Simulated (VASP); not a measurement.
A run of VASP 6.6.1 is set up as follows.

The input INCAR:

```
PREC     = Accurate       # precision mode
ENCUT    = 520            # plane-wave cutoff, eV
EDIFF    = 1E-6           # SCF threshold, eV
ISMEAR   = 1              # smearing method
SIGMA    = 0.05           # smearing width, eV
LREAL    = F              # projectors in reciprocal space
LASPH    = T              # aspherical terms in the spheres
NELM     = 150            # most SCF steps
ALGO     = Normal         # electronic algorithm
ISIF     = 2              # what is computed and relaxed
LWAVE    = F              # write WAVECAR
LCHARG   = F              # write CHGCAR
MAGMOM   = 0 0 0.5        # initial moments
LORBIT   = 11             # projections on sites
LSORBIT  = T              # spin-orbit coupling
GGA_COMPAT= F            
LORBMOM  = T            
GGA      = PS             # functional
IVDW     = 13             # dispersion correction
NBANDS   = 23             # bands
```

File KPOINTS:

```
Automatic mesh
0
Gamma
  8 8 8
```

The input POSCAR:

```
Cd
1.0
    0.0000000000      2.2473392783      2.2473392783
    2.2473392783      0.0000000000      2.2473392783
    2.2473392783      2.2473392783      0.0000000000
Cd
1
Direct
    0.0000000000      0.0000000000      0.0000000000
```

Potentials or basis: VASP PAW PBE potentials, release 64 (Cd).

The run is started by

```sh
$ cat potpaw_PBE.64/Cd/POTCAR > POTCAR
$ mpirun -np 1 vasp_ncl > vasp.out
```

**Question.** What does it give for the net moment?

**Answer.** 0.00 μB per cell.

**Question.** Estimate the dispersion energy per atom.

**Answer.** -0.225 eV.

Moments on the atoms (μB; x, y, z):
```
Cd  0.00 0.00 0.00
```
